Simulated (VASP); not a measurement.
The system is MnS.

```
CELL_PARAMETERS angstrom
3.95358 0.00000 0.00000
-1.97679 3.42390 0.00000
0.00000 0.00000 6.34253
ATOMIC_POSITIONS crystal
Mn 0.66667 0.33333 0.49884
Mn 0.33333 0.66667 0.99884
S 0.33333 0.66667 0.62615
S 0.66667 0.33333 0.12615
```

Program: VASP 6.6.1. Alike in all runs: potentials or basis VASP PAW PBE potentials, release 64 (Mn_pv, S); cell as given; cutoff (eV) 520.

Problem. Order these runs on this cell by their band gap on the k mesh, lowest first.
A. level PBEsol-based global hybrid with 25 % exact exchange; spin collinear, ferromagnetic start; k mesh 4 × 4 × 2; smearing fermi-dirac 0.05 eV; grid for exact exchange (PRECFOCK) Normal; share of exact exchange 0.25
B. level BLYP; spin collinear, ferromagnetic start; k mesh 8 × 8 × 4; smearing gaussian 0.05 eV
C. level PBE; spin collinear, ferrimagnetic start; k mesh 8 × 8 × 4; smearing fermi-dirac 0.05 eV

Solution. B (metal), C (0.82 eV), A (2.67 eV).

Caveats: some runs use coarse meshes; the run started ferromagnetic, and an antiferromagnetic order may lie lower in energy (at least some runs); semilocal functionals often make such compounds metallic where correlation or magnetic order opens a gap, which also shifts bond lengths (at least some runs).

A k mesh can miss the band edges.
